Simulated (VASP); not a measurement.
# SiSn4 (I4/m) in VASP: single point with PBE

Aim: the single point of SiSn4 with PBE.

Everything below comes from runs of VASP 6.6.1. Logs are shortened: lines on timing, memory, paths and dates and some standing lists are left out, and cuts for length are marked.

### 1 The cell of the first run

It takes space group I4/m (No. 87, tetragonal). Conventional cell: a = 8.333 Å, b = 8.333 Å, c = 3.779 Å, α = 90.00°, β = 90.00°, γ = 90.00°. Within 3.9 Å of Si (site symmetry 4/m) lie 8 Sn at 2.93 Å and 2 Si at 3.78 Å. Sn (site symmetry m) has 2 Si at 2.93 Å and 9 Sn at 3.17 to 3.86 Å within 3.9 Å.

### 2 Single point, PBE

INCAR

```
ALGO = Normal
EDIFF = 1E-6
ENCUT = 500
GGA = PE
GGA_COMPAT = False
ISIF = 2
ISMEAR = 0
LASPH = True
LCHARG = False
LREAL = False
LWAVE = False
NBANDS = 38
NELM = 120
PREC = Accurate
SIGMA = 0.1
```

KPOINTS

```
k-points
0
Gamma
  10 10 10
```

POSCAR

```
SiSn4
1.0
   -4.1665034176      4.1665034176      1.8895383628
    4.1665034176     -4.1665034176      1.8895383628
    4.1665034176      4.1665034176     -1.8895383628
Si Sn
1 4
Direct
    0.5000000000      0.5000000000      0.0000000000
   -0.0029487001      0.7314065208      0.7284578208
    1.0029487001      0.2685934792      0.2715421792
    0.7314065208      1.0029487001      0.7343552209
    0.2685934792     -0.0029487001      0.2656447791
```

Potentials or basis: VASP PAW PBE potentials, release 64 (Si, Sn_d).

Started as:

```sh
cat potpaw_PBE.64/Si/POTCAR potpaw_PBE.64/Sn_d/POTCAR > POTCAR
mpirun -np 1 vasp_std > vasp.out
```

OUTCAR:

```text
EDIFF = 1E-6
   ENCUT = 500
   GGA = PE
   ISIF = 2
   ISMEAR = 0
   LASPH = True
   LREAL = False
   NELM = 120
   PREC = Accurate

 ion  position               nearest neighbor table
   1  0.500  0.500  0.000-   2 2.93   3 2.93   3 2.93   2 2.93   4 2.93   5 2.93   4 2.93   5 2.93

   2  0.997  0.731  0.728-   1 2.93   1 2.93   5 3.17   4 3.17   4 3.32   4 3.32   5 3.32   5 3.32

   3  0.003  0.269  0.272-   1 2.93   1 2.93   4 3.17   5 3.17   5 3.32   5 3.32   4 3.32   4 3.32

   4  0.731  0.003  0.734-   1 2.93   1 2.93   3 3.17   2 3.17   2 3.32   2 3.32   3 3.32   3 3.32

   5  0.269  0.997  0.266-   1 2.93   1 2.93   2 3.17   3 3.17   3 3.32   3 3.32   2 3.32   2 3.32

  LATTYP: Found a body centered tetragonal cell.
 ALAT       =     8.3330068352
 C/A-ratio  =     0.4535069754

  Lattice vectors:

 A1 = (  -4.1665034176,   4.1665034176,   1.8895383628)
 A2 = (   4.1665034176,  -4.1665034176,   1.8895383628)
 A3 = (   4.1665034176,   4.1665034176,  -1.8895383628)

Analysis of symmetry for initial positions (statically):
=====================================================================
 Subroutine PRICEL returns:
 Original cell was already a primitive cell.

 Routine SETGRP: Setting up the symmetry group for a
 body centered tetragonal supercell.

 Subroutine GETGRP returns: Found  8 space group operations
 (whereof  8 operations were pure point group operations)
 out of a pool of 16 trial point group operations.

The static configuration has the point symmetry C_4h.

Analysis of symmetry for dynamics (positions and initial velocities):
=====================================================================
 Subroutine PRICEL returns:
 Original cell was already a primitive cell.

 Routine SETGRP: Setting up the symmetry group for a
 body centered tetragonal supercell.

 Subroutine GETGRP returns: Found  8 space group operations
 (whereof  8 operations were pure point group operations)
 out of a pool of 16 trial point group operations.

The dynamic configuration has the point symmetry C_4h.

 Subroutine INISYM returns: Found  8 space group operations
 (whereof  8 operations are pure point group operations),
 and found     1 'primitive' translations

----------------------------------------------------------------------------------------

                                     Primitive cell

  volume of cell :     131.2077
[... 90 lines left out ...]
   LNONCOLLINEAR =      F non collinear calculations
   LSORBIT =      F    spin-orbit coupling
   LASPH  =      T    aspherical Exc in radial PAW
   ENCUT  =  500.0 eV  36.75 Ry    6.06 a.u.  11.28 11.28 11.28*2*pi/ulx,y,z
   NELM   =    120;   NELMIN=  2; NELMDL= -5     # of ELM steps
   EDIFF  = 0.1E-05   stopping-criterion for ELM
   LREAL  =      F    real-space projection
   EDIFFG = 0.1E-04   stopping-criterion for IOM
   NSW    =      0    number of steps for IOM
   IBRION =     -1    ionic relax: 0-MD 1-quasi-New 2-CG
   NFREE  =      0    steps in history (QN), initial steepest desc. (CG)
   ISIF   =      2    stress and relaxation
   ISYM   =      2    0-nonsym 1-usesym 2-fastsym
   POTIM  = 0.5000    time-step for ionic-motion
   TEBEG  =    0.0;   TEEND  =   0.0 temperature during run
   PSTRESS=    0.0 pullay stress
   NELECT =      60.0000    total number of electrons
   NUPDOWN=      -1.0000    fix difference up-down
   EMIN   =  10.00;   EMAX   =-10.00  energy-range for DOS
   EFERMI =   0.00;   METHOD = LEGACY
   ISMEAR =     0;   SIGMA  =   0.10  broadening in eV -4-tet -1-fermi 0-gaus
   EFERMI_NEDOS =   21; number of points for ismear=-14 and -15
   IALGO  =     38    algorithm
   IMIX   =      4    mixing-type and parameters
     AMIX     =   0.40;   BMIX     =  1.00
     AMIX_MAG =   1.60;   BMIX_MAG =  1.00
  volume/ion in A,a.u.               =      26.24       177.09
  Fermi-wavevector in a.u.,A,eV,Ry     =   1.261263  2.383441 21.643921  1.590783
  Thomas-Fermi vector in A             =   2.394731
   LORBIT       =      0    0 simple, 1 ext, 2 COOP (PROOUT), +10 PAW based schemes
   GGA     = PE    functional components
   LHFCALC =     F    Hartree Fock is set to
   AEXX    =    0.0000 exact exchange contribution
   IVDW    =     0    specifies the selected vdW correction
   LEPSILON=     F    determine dielectric tensor
   LRPA    =     F    only Hartree local field effects (RPA)
 non-spin polarized calculation
 Gauss-broadening in eV      SIGMA  =   0.10
  energy-cutoff  :      500.00
  volume of cell :      131.21
 maximum number of plane-waves:      3375
 NGX is ok and might be reduce to    48
   NGX = 23   NGY = 23   NGZ = 23

 number of electron      60.0000000 magnetization

 Free energy of the ion-electron system (eV)
  ---------------------------------------------------
  ext. energy  EPLUGINS =         0.00000000
  ---------------------------------------------------
  free energy    TOTEN  =       -19.89707662 eV

  energy without entropy =      -19.88493147  energy(sigma->0) =      -19.89100404

 E-fermi :   7.5065     XC(G=0): -10.1265

 val. band max:        7.5053507880   @ k =  -0.4000  -0.4000   0.1000
 cond. band min:       7.5118684364   @ k =  -0.3000  -0.4000   0.3000
 fundamental gap:      0.0065176484
 Fermi energy:         7.5064567495

 k-point     1 :       0.0000    0.0000    0.0000
  band No.  band energies     occupation
      1     -14.0782      2.00000
      2     -14.0261      2.00000
      3     -13.9848      2.00000
      4     -13.9848      2.00000
      5     -13.9712      2.00000
      6     -13.9672      2.00000
[... 973 lines left out ...]
     37      11.4236      0.00000
     38      12.2859      0.00000

 [... further k-points ...]
[... 5 lines left out ...]
  --------------------------------------------------------------------------------------
  -------------------------------------------------------------------------------------
  Total       -0.0294407     -0.0294407     -0.0372861      0.0000000      0.0000000      0.0000000
  in kB       -0.3595002     -0.3595002     -0.4553005      0.0000001      0.0000000      0.0000000
  external PRESSURE =      -0.3914337 kB  Pullay stress =       0.0000000 kB

 VOLUME and BASIS-vectors are now :
 -----------------------------------------------------------------------------
  energy-cutoff  :      500.00
  volume of cell :      131.21
      direct lattice vectors                 reciprocal lattice vectors
    -4.166503418  4.166503418  1.889538363     0.000000000  0.120004702  0.264614897
     4.166503418 -4.166503418  1.889538363     0.120004702  0.000000000  0.264614897
     4.166503418  4.166503418 -1.889538363     0.120004702  0.120004702  0.000000000

 POSITION                                       TOTAL-FORCE (eV/Angst)
 -----------------------------------------------------------------------------------
      0.00000      0.00000      1.88954        -0.000000     -0.000000      0.000000
      1.92831      4.14193      1.88954        -0.001598      0.000318     -0.000000
      2.23819      0.02457      0.00000         0.001598     -0.000318      0.000000
      0.02457      6.09482     -0.00000        -0.000318     -0.001598     -0.000000
      4.14193     -1.92831      1.88954         0.000318      0.001598      0.000000
 -----------------------------------------------------------------------------------
    total drift:                                0.000000      0.000000     -0.000000

  FREE ENERGIE OF THE ION-ELECTRON SYSTEM (eV)
  ---------------------------------------------------
  free  energy   TOTEN  =       -19.8970766165 eV

  energy  without entropy=      -19.8849314684  energy(sigma->0) =      -19.89100404
```

stdout:

```text
POSCAR found type information on POSCAR SiSn
 POSCAR found :  2 types and       5 ions
 scaLAPACK will be used
 LDA part: xc-table for (Slater+PW92), standard interpolation
 POSCAR, INCAR and KPOINTS ok, starting setup
 FFT: planning ... GRIDC
 FFT: planning ... GRID_SOFT
 FFT: planning ... GRID
 WAVECAR not read
 entering main loop
```

Run time: 20 min. Hardware: 1 thread of Oxide Virtual Turin-like, shared host; peak memory 0.65 GiB.

What came out:

| Property | Result |
| --- | --- |
| Free energy | -19.8971 eV |
| Pressure | 0.0 GPa |
| Band gap on the k mesh | zero (bands 30 and 31 overlap by 2.47 eV) |

Levels at points of the mesh, in eV from the Fermi level:
```csv
k point,band 26,band 27,band 28,band 29,band 30,band 31,band 32,band 33,band 34,band 35
"(0.00, 0.00, 0.00)",-3.56,-2.26,-2.26,-0.33,-0.31,2.05,2.32,2.32,2.86,2.86
"(0.50, 0.00, 0.00)",-3.83,-3.44,-2.56,-1.64,-0.89,-0.59,0.36,1.82,2.00,2.01
"(0.50, 0.50, 0.00)",-4.00,-0.88,-0.63,-0.56,1.01,1.27,1.69,2.78,4.04,4.11
"(0.50, 0.50, 0.50)",-1.14,-0.78,-0.78,0.79,0.91,0.93,1.87,1.87,2.76,2.91
```

Caveat: spin-orbit coupling is left out, which moves the levels of the heavy elements.
